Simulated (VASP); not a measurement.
# KCl (Fm-3m) in VASP: further runs

Aim: see how the results for KCl move with the level of theory and the settings. Levels: PBE, r2SCAN. Tasks: single point.

Program: VASP 6.6.1. These are calculated values, not measurements. Logs are shortened: lines on timing, memory, paths and dates and some standing lists are left out, and cuts for length are marked.

**1. The cell of the first run**

Symmetry: Fm-3m, No. 225, cubic system. The conventional cell has a = 6.270 Å, b = 6.270 Å, c = 6.270 Å, α = 90.00°, β = 90.00°, γ = 90.00°. K (site symmetry m-3m) has 6 Cl at 3.14 Å within 4.1 Å. Cl (site symmetry m-3m) has 6 K at 3.14 Å within 4.1 Å.

**2. Single point, PBE (strain -0.3%)**

INCAR

```
  PREC = Accurate
  ENCUT = 520
  EDIFF = 1E-6
  ISMEAR = -1
  SIGMA = 0.02
  LREAL = F
  LASPH = T
  NELM = 100
  ALGO = Normal
  ISIF = 2
  LWAVE = F
  LCHARG = F
  GGA = PE
  NBANDS = 15
```

KPOINTS

```
regular mesh
0
Gamma
  8 8 8
```

POSCAR

```
KCl
1.0
    0.0000000000      3.1350992923      3.1350992923
    3.1350992923      0.0000000000      3.1350992923
    3.1350992923      3.1350992923      0.0000000000
K Cl
1 1
Direct
    0.0000000000      0.0000000000      0.0000000000
    0.5000000000      0.5000000000      0.5000000000
```

Potentials or basis: VASP PAW PBE potentials, release 64 (K_sv, Cl).

Launch:

```bash
$ cat potpaw_PBE.64/K_sv/POTCAR potpaw_PBE.64/Cl/POTCAR > POTCAR
$ mpirun -np 1 vasp_std > vasp.out
```

OUTCAR:

```text
PREC = Accurate
   ENCUT = 520
   EDIFF = 1E-6
   ISMEAR = -1
   LREAL = F
   LASPH = T
   NELM = 100
   ISIF = 2
   GGA = PE

 ion  position               nearest neighbor table
   1  0.000  0.000  0.000-   2 3.14   2 3.14   2 3.14   2 3.14   2 3.14   2 3.14
   2  0.500  0.500  0.500-   1 3.14   1 3.14   1 3.14   1 3.14   1 3.14   1 3.14

  LATTYP: Found a face centered cubic cell.
 ALAT       =     6.2701985846

  Lattice vectors:

 A1 = (   0.0000000000,   3.1350992923,   3.1350992923)
 A2 = (   3.1350992923,   0.0000000000,   3.1350992923)
 A3 = (   3.1350992923,   3.1350992923,   0.0000000000)

Analysis of symmetry for initial positions (statically):
=====================================================================
 Subroutine PRICEL returns:
 Original cell was already a primitive cell.

 Routine SETGRP: Setting up the symmetry group for a
 face centered cubic supercell.

 Subroutine GETGRP returns: Found 48 space group operations
 (whereof 48 operations were pure point group operations)
 out of a pool of 48 trial point group operations.

The static configuration has the point symmetry O_h .

Analysis of symmetry for dynamics (positions and initial velocities):
=====================================================================
 Subroutine PRICEL returns:
 Original cell was already a primitive cell.

 Routine SETGRP: Setting up the symmetry group for a
 face centered cubic supercell.

 Subroutine GETGRP returns: Found 48 space group operations
 (whereof 48 operations were pure point group operations)
 out of a pool of 48 trial point group operations.

The dynamic configuration has the point symmetry O_h .

 Subroutine INISYM returns: Found 48 space group operations
 (whereof 48 operations are pure point group operations),
 and found     1 'primitive' translations

----------------------------------------------------------------------------------------

                                     Primitive cell

  volume of cell :      61.6288

  direct lattice vectors                    reciprocal lattice vectors
     0.000000000  3.135099292  3.135099292    -0.159484582  0.159484582  0.159484582
     3.135099292  0.000000000  3.135099292     0.159484582 -0.159484582  0.159484582
     3.135099292  3.135099292  0.000000000     0.159484582  0.159484582 -0.159484582

  length of vectors
[... 83 lines left out ...]
   LREAL  =      F    real-space projection
   EDIFFG = 0.1E-04   stopping-criterion for IOM
   NSW    =      0    number of steps for IOM
   IBRION =     -1    ionic relax: 0-MD 1-quasi-New 2-CG
   NFREE  =      0    steps in history (QN), initial steepest desc. (CG)
   ISIF   =      2    stress and relaxation
   ISYM   =      2    0-nonsym 1-usesym 2-fastsym
   POTIM  = 0.5000    time-step for ionic-motion
   TEBEG  =    0.0;   TEEND  =   0.0 temperature during run
   PSTRESS=    0.0 pullay stress
   NELECT =      16.0000    total number of electrons
   NUPDOWN=      -1.0000    fix difference up-down
   EMIN   =  10.00;   EMAX   =-10.00  energy-range for DOS
   EFERMI =   0.00;   METHOD = LEGACY
   ISMEAR =    -1;   SIGMA  =   0.02  broadening in eV -4-tet -1-fermi 0-gaus
   EFERMI_NEDOS =   21; number of points for ismear=-14 and -15
   IALGO  =     38    algorithm
   IMIX   =      4    mixing-type and parameters
     AMIX     =   0.40;   BMIX     =  1.00
     AMIX_MAG =   1.60;   BMIX_MAG =  1.00
  volume/ion in A,a.u.               =      30.81       207.95
  Fermi-wavevector in a.u.,A,eV,Ry     =   1.044368  1.973569 14.839934  1.090704
  Thomas-Fermi vector in A             =   2.179118
   LORBIT       =      0    0 simple, 1 ext, 2 COOP (PROOUT), +10 PAW based schemes
   GGA     = PE    functional components
   LHFCALC =     F    Hartree Fock is set to
   AEXX    =    0.0000 exact exchange contribution
   IVDW    =     0    specifies the selected vdW correction
   LEPSILON=     F    determine dielectric tensor
   LRPA    =     F    only Hartree local field effects (RPA)
 non-spin polarized calculation
  energy-cutoff  :      520.00
  volume of cell :       61.63
 maximum number of plane-waves:      1678
 NGX is ok and might be reduce to    36
   NGX = 17   NGY = 17   NGZ = 17

 number of electron      16.0000002 magnetization

 Free energy of the ion-electron system (eV)
  ---------------------------------------------------
  ext. energy  EPLUGINS =         0.00000000
  ---------------------------------------------------
  free energy    TOTEN  =        -6.79994588 eV

  energy without entropy =       -6.79994588  energy(sigma->0) =       -6.79994588

 E-fermi :  -1.2760     XC(G=0):  -7.5836

 val. band max:       -1.7984476903   @ k =   0.0000   0.0000   0.0000
 cond. band min:       3.4261218725   @ k =   0.0000   0.0000   0.0000
 fundamental gap:      5.2245695628
 Fermi energy:        -1.2760435009

 k-point     1 :       0.0000    0.0000    0.0000
  band No.  band energies     occupation
      1     -28.9703      2.00000
      2     -13.9285      2.00000
      3     -12.4312      2.00000
      4     -12.4312      2.00000
      5     -12.4312      2.00000
      6      -1.7984      2.00000
      7      -1.7984      2.00000
      8      -1.7984      2.00000
      9       3.4261      0.00000
     10       6.5881      0.00000
     11       6.5881      0.00000
     12       6.5881      0.00000
     13       7.4707      0.00000
     14       7.4707      0.00000
[... 401 lines left out ...]
      2     -14.0287      2.00000
      3     -12.4879      2.00000
      4     -12.4652      2.00000
      5     -12.2770      2.00000
      6      -2.6532      2.00000
      7      -2.2073      2.00000
      8      -2.1371      2.00000
      9       6.0809      0.00000
     10       6.5744      0.00000
     11       8.3285      0.00000
     12       8.4041      0.00000
     13       9.1784      0.00000
     14      10.0547      0.00000
     15      10.0836      0.00000

 [... further k-points ...]
[... 5 lines left out ...]
  --------------------------------------------------------------------------------------
  -------------------------------------------------------------------------------------
  Total        0.3873421      0.3873421      0.3873421      0.0000000     -0.0000000      0.0000000
  in kB       10.0698126     10.0698126     10.0698126      0.0000000     -0.0000000      0.0000000
  external PRESSURE =      10.0698126 kB  Pullay stress =       0.0000000 kB

 VOLUME and BASIS-vectors are now :
 -----------------------------------------------------------------------------
  energy-cutoff  :      520.00
  volume of cell :       61.63
      direct lattice vectors                 reciprocal lattice vectors
     0.000000000  3.135099292  3.135099292    -0.159484582  0.159484582  0.159484582
     3.135099292  0.000000000  3.135099292     0.159484582 -0.159484582  0.159484582
     3.135099292  3.135099292  0.000000000     0.159484582  0.159484582 -0.159484582

 POSITION                                       TOTAL-FORCE (eV/Angst)
 -----------------------------------------------------------------------------------
      0.00000      0.00000      0.00000        -0.000000      0.000000      0.000000
      3.13510      3.13510      3.13510         0.000000     -0.000000     -0.000000
 -----------------------------------------------------------------------------------
    total drift:                                0.000000      0.000000      0.000000

  FREE ENERGIE OF THE ION-ELECTRON SYSTEM (eV)
  ---------------------------------------------------
  free  energy   TOTEN  =        -6.7999458783 eV

  energy  without entropy=       -6.7999458783  energy(sigma->0) =       -6.79994588
```

OSZICAR:

```text
N       E                     dE             d eps       ncg     rms          rms(c)
DAV:   1     0.106820765514E+03    0.10682E+03   -0.71031E+03   870   0.955E+02
DAV:   2    -0.491634425427E+00   -0.10731E+03   -0.98252E+02  1154   0.240E+02
DAV:   3    -0.688195567978E+01   -0.63903E+01   -0.63536E+01  1185   0.525E+01
DAV:   4    -0.708695870949E+01   -0.20500E+00   -0.20495E+00  1321   0.893E+00
DAV:   5    -0.708843051473E+01   -0.14718E-02   -0.14718E-02  1206   0.840E-01    0.338E+00
DAV:   6    -0.680113949684E+01    0.28729E+00   -0.41486E-01  1080   0.327E+00    0.277E+00
DAV:   7    -0.678654142778E+01    0.14598E-01   -0.10278E-01  1185   0.182E+00    0.158E+00
DAV:   8    -0.679861367323E+01   -0.12072E-01   -0.16255E-02  1065   0.946E-01    0.173E-01
DAV:   9    -0.679937057310E+01   -0.75690E-03   -0.89518E-04  1199   0.190E-01    0.965E-02
DAV:  10    -0.679993844188E+01   -0.56787E-03   -0.59922E-04   926   0.153E-01    0.209E-02
DAV:  11    -0.679994311418E+01   -0.46723E-05   -0.23477E-05  1211   0.275E-02    0.762E-03
DAV:  12    -0.679994556490E+01   -0.24507E-05   -0.33616E-06   946   0.131E-02    0.506E-03
DAV:  13    -0.679994587829E+01   -0.31338E-06   -0.51192E-07   939   0.392E-03
   1 F= -.67999459E+01 E0= -.67999459E+01  d E =-.584879E-13
```

stdout:

```text
POSCAR found type information on POSCAR K Cl
 POSCAR found :  2 types and       2 ions
 scaLAPACK will be used
 LDA part: xc-table for (Slater+PW92), standard interpolation
 POSCAR, INCAR and KPOINTS ok, starting setup
 FFT: planning ... GRIDC
 FFT: planning ... GRID_SOFT
 FFT: planning ... GRID
 WAVECAR not read
 entering main loop
```

Run time: 17 s. Hardware: 1 thread of Intel Xeon 6975P-C (Granite Rapids), shared host; peak memory 0.2 GiB.

Results:

- Free energy: -6.7999 eV
- Pressure: 1.0 GPa
- Band gap on the k mesh: 5.22 eV, direct

Levels at points of the mesh, in eV from the valence-band top:
| k point | band 4 | band 5 | band 6 | band 7 | band 8 | band 9 | band 10 | band 11 | band 12 | band 13 |
| --- | --- | --- | --- | --- | --- | --- | --- | --- | --- | --- |
| (0.00, 0.00, 0.00) | -10.63 | -10.63 | 0.00 | 0.00 | 0.00 | 5.22 | 8.39 | 8.39 | 8.39 | 9.27 |
| (0.50, 0.00, 0.00) | -10.64 | -10.39 | -1.07 | -0.33 | -0.33 | 7.62 | 8.65 | 10.56 | 10.56 | 11.45 |
| (0.50, 0.50, 0.00) | -10.69 | -10.69 | -0.66 | -0.23 | -0.23 | 6.52 | 8.40 | 10.14 | 10.26 | 10.67 |

Caveat: the cell differs from its parent crystal (strain -0.3%).

**3. Single point, r2SCAN (strain -0.3%)**

POSCAR is that of step 2.

INCAR.step1

```
  PREC = Accurate
  ENCUT = 520
  ISMEAR = 0
  SIGMA = 0.01
  LREAL = F
  LASPH = T
  NELM = 100
  NBANDS = 15
  GGA = PE
  ALGO = Normal
  EDIFF = 1E-4
  LWAVE = T
  LCHARG = F
```

INCAR.step2

```
  PREC = Accurate
  ENCUT = 520
  EDIFF = 1E-6
  ISMEAR = 0
  SIGMA = 0.01
  LREAL = F
  LASPH = T
  NELM = 100
  ALGO = Normal
  ISIF = 2
  LWAVE = F
  LCHARG = F
  METAGGA = R2SCAN
  LMIXTAU = T
  NBANDS = 15
  ISTART = 1
```

KPOINTS is that of step 2.

Potentials or basis: VASP PAW PBE potentials, release 64 (K_sv, Cl).

Launch:

```bash
$ cat potpaw_PBE.64/K_sv/POTCAR potpaw_PBE.64/Cl/POTCAR > POTCAR
$ cp INCAR.step1 INCAR
$ mpirun -np 1 vasp_std > vasp.out
$ cp INCAR.step2 INCAR
$ mpirun -np 1 vasp_std > vasp.out
```

Wall time 75 s (1 thread of Intel Xeon 6975P-C (Granite Rapids), shared host); peak memory 0.21 GiB.

Results (log left out):

- Free energy: -16.5059 eV
- Pressure: 0.2 GPa
- Band gap on the k mesh: 5.87 eV, direct

Levels at points of the mesh, in eV from the valence-band top:
| k point | band 6 | band 7 | band 8 | band 9 | band 10 | band 11 |
| --- | --- | --- | --- | --- | --- | --- |
| (0.00, 0.00, 0.00) | 0.00 | 0.00 | 0.00 | 5.87 | 9.04 | 9.04 |
| (0.50, 0.00, 0.00) | -1.06 | -0.33 | -0.33 | 8.16 | 9.29 | 11.36 |
| (0.50, 0.50, 0.00) | -0.68 | -0.23 | -0.23 | 7.02 | 9.27 | 10.76 |

Caveat: the cell differs from its parent crystal (strain -0.3%); the PAW data sets were made with another functional, which shifts forces and pressure a little. A k mesh can miss the band edges.
